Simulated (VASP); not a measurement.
# HfC (P1) in VASP: notebook, part 2 of 2

VASP 6.6.1. Earlier steps stand in the parts before.

## Step 3: Single point, PBE (atoms moved at random and the cell strained at random)

Input file INCAR:

```
ALGO     = Normal         # electronic algorithm
EDIFF    = 1E-6           # SCF threshold, eV
ENCUT    = 520            # plane-wave cutoff, eV
GGA      = PE             # functional
ISIF     = 2              # what is computed and relaxed
ISMEAR   = 0              # smearing method
LASPH    = T              # aspherical terms in the spheres
LCHARG   = T              # write CHGCAR
LELF     = T              # ELF
LREAL    = F              # projectors in reciprocal space
LVHAR    = T            
LWAVE    = F              # write WAVECAR
NBANDS   = 22             # bands
NELM     = 60             # most SCF steps
PREC     = Accurate       # precision mode
SIGMA    = 0.05           # smearing width, eV
```

Input file KPOINTS:

```
k-points
0
Gamma
  12 12 8
```

Input file POSCAR:

```
HfC
1.0
    3.3359819957      0.0116938285     -0.0176447951
   -1.6578638454      2.9158603801     -0.0029410834
   -0.0276996576     -0.0213237215      5.2330634635
Hf C
2 2
Direct
    0.3265410770      0.6758146365      0.2553473623
    0.6738650019      0.3355775628      0.7500732325
   -0.0073296922     -0.0036531175      0.0039232736
    0.0069236133     -0.0077390818      0.4906561316
```

Potentials or basis: VASP PAW PBE potentials, release 64 (Hf_pv, C).

Launch:

```
$ cat potpaw_PBE.64/Hf_pv/POTCAR potpaw_PBE.64/C/POTCAR > POTCAR
$ mpirun -np 1 vasp_std > vasp.out
```

OUTCAR:

```text
EDIFF = 1E-6
   ENCUT = 520
   GGA = PE
   ISIF = 2
   ISMEAR = 0
   LASPH = T
   LREAL = F
   NELM = 60
   PREC = Accurate

 ion  position               nearest neighbor table
   1  0.327  0.676  0.255-   4 2.22   3 2.30   4 2.32   3 2.35   4 2.36   3 2.37   2 3.22   2 3.23
                             2 3.23   2 3.25   2 3.29   2 3.32
   2  0.674  0.336  0.750-   3 2.31   3 2.33   4 2.35   4 2.36   4 2.38   3 2.40   1 3.22   1 3.23
                             1 3.23   1 3.25   1 3.29   1 3.32
   3  0.993  0.996  0.004-   1 2.30   2 2.31   2 2.33   1 2.35   1 2.37   2 2.40
   4  0.007  0.992  0.491-   1 2.22   1 2.32   2 2.35   1 2.36   2 2.36   2 2.38

  LATTYP: Found a triclinic cell.
 ALAT       =     3.3744744701
 B/A-ratio  =     0.9939964655
 C/A-ratio  =     1.5508133973
 COS(alpha) =     0.0018028384
 COS(beta)  =     0.0122676255
 COS(gamma) =     0.5083888360

  Lattice vectors:

 A1 = (  -1.6781181503,  -2.9275542086,   0.0205858785)
 A2 = (   1.6578638454,  -2.9158603801,   0.0029410834)
 A3 = (  -0.0276996576,  -0.0213237215,   5.2330634635)

Analysis of symmetry for initial positions (statically):
=====================================================================
 Subroutine PRICEL returns:
 Original cell was already a primitive cell.

 Routine SETGRP: Setting up the symmetry group for a
 triclinic supercell.

 Subroutine GETGRP returns: Found  1 space group operations
 (whereof  1 operations were pure point group operations)
 out of a pool of  2 trial point group operations.

The static configuration has the point symmetry C_1 .

Analysis of symmetry for dynamics (positions and initial velocities):
=====================================================================
 Subroutine PRICEL returns:
 Original cell was already a primitive cell.

 Routine SETGRP: Setting up the symmetry group for a
 triclinic supercell.

 Subroutine GETGRP returns: Found  1 space group operations
 (whereof  1 operations were pure point group operations)
 out of a pool of  2 trial point group operations.

The dynamic configuration has the point symmetry C_1 .

 Subroutine INISYM returns: Found  1 space group operations
 (whereof  1 operations are pure point group operations),
 and found     1 'primitive' translations

----------------------------------------------------------------------------------------

                                     Primitive cell

  volume of cell :      51.0026

  direct lattice vectors                    reciprocal lattice vectors
     3.335981996  0.011693828 -0.017644795     0.299177572  0.170104982  0.002276752
    -1.657863845  2.915860380 -0.002941083    -0.001192456  0.342275357  0.001388394
    -0.027699658 -0.021323722  5.233063463     0.001008094  0.000765924  0.191101114

  length of vectors
     3.336049154  3.354215696  5.233180217     0.344162909  0.342280251  0.191105308

  position of ions in fractional coordinates (direct lattice)
     0.326541077  0.675814637  0.255347362
     0.673865002  0.335577563  0.750073233
     0.992670308  0.996346882  0.003923274
     0.006923613  0.992260918  0.490656132

  ion indices of the primitive-cell ions
   primitive index   ion index
                 1           1
                 2           2
                 3           3
                 4           4

----------------------------------------------------------------------------------------

 KPOINTS: k-points

Automatic generation of k-mesh.
 Grid dimensions read from file:
 generate k-points for:   12   12    8

 Generating k-lattice:

  Cartesian coordinates                     Fractional coordinates (reciprocal lattice)
     0.024931464  0.014175415  0.000189729     0.083333333 -0.000000000  0.000000000
    -0.000099371  0.028522946  0.000115699     0.000000000  0.083333333 -0.000000000
     0.000126012  0.000095740  0.023887639    -0.000000000  0.000000000  0.125000000

  Length of vectors
     0.028680242  0.028523354  0.023888163

  Shift w.r.t. Gamma in fractional coordinates (k-lattice)
     0.000000000  0.000000000  0.000000000

 Subroutine IBZKPT returns following result:
 ===========================================

 Found    580 irreducible k-points:

 Following reciprocal coordinates:
            Coordinates               Weight
  0.000000  0.000000  0.000000      1.000000
  0.083333 -0.000000  0.000000      2.000000
  0.166667 -0.000000  0.000000      2.000000
  0.250000 -0.000000  0.000000      2.000000
  0.333333 -0.000000  0.000000      2.000000
  0.416667 -0.000000  0.000000      2.000000
[... 16 lines left out ...]
  0.250000  0.166667  0.000000      2.000000
  0.333333  0.166667  0.000000      2.000000
 [... further k-points ...]
   k-points           NKPTS =    580   k-points in BZ     NKDIM =    580   number of bands    NBANDS=     22
   number of dos      NEDOS =    301   number of ions     NIONS =      4
   total plane-waves  NPLWV =  31360
   dimension x,y,z NGX =    28 NGY =   28 NGZ =   40
   dimension x,y,z NGXF=    56 NGYF=   56 NGZF=   80
   ions per type =               2   2
   NGX,Y,Z   is equivalent  to a cutoff of  13.95, 13.88, 12.71 a.u.
   NGXF,Y,Z  is equivalent  to a cutoff of  27.91, 27.76, 25.41 a.u.
 SYSTEM =  unknown system
   PREC   = accura    normal or accurate (medium, high low for compatibility)
   ISTART =      0    job   : 0-new  1-cont  2-samecut
   ICHARG =      2    charge: 1-file 2-atom 10-const
   ISPIN  =      1    spin polarized calculation?
   LNONCOLLINEAR =      F non collinear calculations
   LSORBIT =      F    spin-orbit coupling
   LASPH  =      T    aspherical Exc in radial PAW
   ENCUT  =  520.0 eV  38.22 Ry    6.18 a.u.   6.20  6.24  9.73*2*pi/ulx,y,z
   NELM   =     60;   NELMIN=  2; NELMDL= -5     # of ELM steps
   EDIFF  = 0.1E-05   stopping-criterion for ELM
   LREAL  =      F    real-space projection
[... 7 lines left out ...]
   TEBEG  =    0.0;   TEEND  =   0.0 temperature during run
   PSTRESS=    0.0 pullay stress
   NELECT =      28.0000    total number of electrons
   NUPDOWN=      -1.0000    fix difference up-down
   EMIN   =  10.00;   EMAX   =-10.00  energy-range for DOS
   EFERMI =   0.00;   METHOD = LEGACY
   ISMEAR =     0;   SIGMA  =   0.05  broadening in eV -4-tet -1-fermi 0-gaus
   EFERMI_NEDOS =   21; number of points for ismear=-14 and -15
   IALGO  =     38    algorithm
   IMIX   =      4    mixing-type and parameters
     AMIX     =   0.40;   BMIX     =  1.00
     AMIX_MAG =   1.60;   BMIX_MAG =  1.00
  volume/ion in A,a.u.               =      12.75        86.05
  Fermi-wavevector in a.u.,A,eV,Ry     =   1.340490  2.533159 24.448487  1.796913
  Thomas-Fermi vector in A             =   2.468799
   LORBIT       =      0    0 simple, 1 ext, 2 COOP (PROOUT), +10 PAW based schemes
   GGA     = PE    functional components
   LHFCALC =     F    Hartree Fock is set to
   AEXX    =    0.0000 exact exchange contribution
   IVDW    =     0    specifies the selected vdW correction
   LEPSILON=     F    determine dielectric tensor
   LRPA    =     F    only Hartree local field effects (RPA)
 non-spin polarized calculation
 Gauss-broadening in eV      SIGMA  =   0.05
  energy-cutoff  :      520.00
  volume of cell :       51.00
 maximum number of plane-waves:      1397
 NGX is ok and might be reduce to    28
   NGX = 13   NGY = 13   NGZ = 19

 number of electron      28.0000000 magnetization

 Free energy of the ion-electron system (eV)
  ---------------------------------------------------
  ext. energy  EPLUGINS =         0.00000000
  ---------------------------------------------------
  free energy    TOTEN  =       -41.21056594 eV

  energy without entropy =      -41.20983009  energy(sigma->0) =      -41.21019801

 E-fermi :   6.3805     XC(G=0): -12.2173

 val. band max:        6.3771840402   @ k =   0.3333   0.4167   0.0000
 cond. band min:       6.3805687587   @ k =   0.1667  -0.2500   0.2500
 fundamental gap:      0.0033847185
 Fermi energy:         6.3804746536

 k-point     1 :       0.0000    0.0000    0.0000
  band No.  band energies     occupation
      1     -24.3488      2.00000
      2     -23.8459      2.00000
      3     -23.8101      2.00000
      4     -23.6834      2.00000
      5     -23.6690      2.00000
      6     -23.6308      2.00000
[... 574 lines left out ...]
      6     -23.7948      2.00000
[... 14 lines left out ...]
     21      12.8131      0.00000
     22      13.0111      0.00000

 [... further k-points ...]

------------------------ aborting loop because EDIFF is reached ----------------------------------------

  FORCE on cell =-STRESS in cart. coord.  units (eV):
  Direction    XX          YY          ZZ          XY          YZ          ZX
  --------------------------------------------------------------------------------------
  -------------------------------------------------------------------------------------
  Total       -0.7018506     -1.9319246     -0.7994630     -0.3872663      0.4962577      0.3677188
  in kB      -22.0477020    -60.6888422    -25.1140670    -12.1654563     15.5892767     11.5513975
  external PRESSURE =     -35.9502038 kB  Pullay stress =       0.0000000 kB

 VOLUME and BASIS-vectors are now :
 -----------------------------------------------------------------------------
  energy-cutoff  :      520.00
  volume of cell :       51.00
      direct lattice vectors                 reciprocal lattice vectors
     3.335981996  0.011693828 -0.017644795     0.299177572  0.170104982  0.002276752
    -1.657863845  2.915860380 -0.002941083    -0.001192456  0.342275357  0.001388394
    -0.027699658 -0.021323722  5.233063463     0.001008094  0.000765924  0.191101114

 POSITION                                       TOTAL-FORCE (eV/Angst)
 -----------------------------------------------------------------------------------
     -0.03815      1.96895      1.32850         0.814140     -0.721416     -0.651087
      1.67088      0.97038      3.91230        -0.135971     -0.321545      0.297315
      1.65961      2.91673      0.00008        -0.060616      0.428545     -0.391371
     -1.63553      2.88291      2.56459        -0.617553      0.614417      0.745143
 -----------------------------------------------------------------------------------
    total drift:                               -0.000029      0.000083      0.000067

  FREE ENERGIE OF THE ION-ELECTRON SYSTEM (eV)
  ---------------------------------------------------
  free  energy   TOTEN  =       -41.2105659359 eV

  energy  without entropy=      -41.2098300905  energy(sigma->0) =      -41.21019801
```

Wall time 4.7 min (1 thread of Intel Xeon 6975P-C (Granite Rapids), shared host); peak memory 0.63 GiB.

What came out:

- Free energy: -41.2106 eV
- Pressure: -3.6 GPa
- Largest force: 1.268 eV/Å
- Band gap on the k mesh: zero (bands 14 and 15 overlap by 1.28 eV)

Forces in eV/Å, atoms in the order of the input:
```
Hf   0.814 -0.721 -0.651
Hf  -0.136 -0.322  0.297
C   -0.061  0.429 -0.391
C   -0.618  0.614  0.745
```

Stress tensor (GPa, compression positive):
```
-2.20 -1.22  1.16
-1.22 -6.07  1.56
 1.16  1.56 -2.51
```

Caveat: the cell differs from its parent crystal (atoms moved at random and the cell strained at random); the cell stands under tension; spin-orbit coupling is left out, which moves the levels of the heavy elements; forces of over 1 eV/Å act on the atoms, so gaps and moduli don't describe the material at rest.
